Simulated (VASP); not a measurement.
Input of a VASP 6.6.1 run:

Contents of INCAR:

```
SYSTEM = TiAl3
PREC     = Accurate       ! precision mode
ENCUT    = 500            ! plane-wave cutoff, eV
EDIFF    = 1E-6           ! SCF threshold, eV
ISMEAR   = 0              ! smearing method
SIGMA    = 0.1            ! smearing width, eV
LREAL    = .FALSE.        ! projectors in reciprocal space
LASPH    = .TRUE.         ! aspherical terms in the spheres
NELM     = 120            ! most SCF steps
ALGO     = Normal         ! electronic algorithm
ISIF     = 2              ! what is computed and relaxed
LWAVE    = .FALSE.        ! write WAVECAR
LCHARG   = .FALSE.        ! write CHGCAR
GGA      = PS             ! functional
NBANDS   = 18             ! bands
GGA_COMPAT= .FALSE.
```

KPOINTS

```
Automatic mesh
0
G
  7 5 5
  0 0 0
```

File POSCAR:

```
TiAl3
1.0
    2.8396770000      0.0000000000      0.0000000000
    0.0000000000      4.6812640000      0.0000000000
    0.0000000000      0.0000000000      4.9007420000
Ti Al
1 3
Direct
    0.0000000000      0.5000000000      0.1659160000
    0.5000000000      0.5000000000      0.6672710000
    0.5000000000      0.0000000000      0.3309120000
    0.0000000000      0.0000000000      0.8359000000
```

Potentials or basis: VASP PAW PBE potentials, release 64 (Ti_sv, Al).

Command:

```sh
$ cat potpaw_PBE.64/Ti_sv/POTCAR potpaw_PBE.64/Al/POTCAR > POTCAR
$ mpirun -np 1 vasp_std > vasp.out
```

**Question.** What does it give for the band gap on the k mesh?

**Answer.** Zero (an odd number of electrons rules out a gap without spin polarisation).

**Question.** Estimate the pressure.

**Answer.** -2.4 GPa.

**Question.** What does it give for the largest force?

**Answer.** 0.037 eV/Å.

Forces in eV/Å, atoms in the order of the input:
```
Ti   0.000  0.000 -0.032
Al   0.000  0.000  0.004
Al   0.000  0.000 -0.009
Al   0.000  0.000  0.037
```

Caveat: the PAW data sets were made with another functional, which shifts forces and pressure a little.
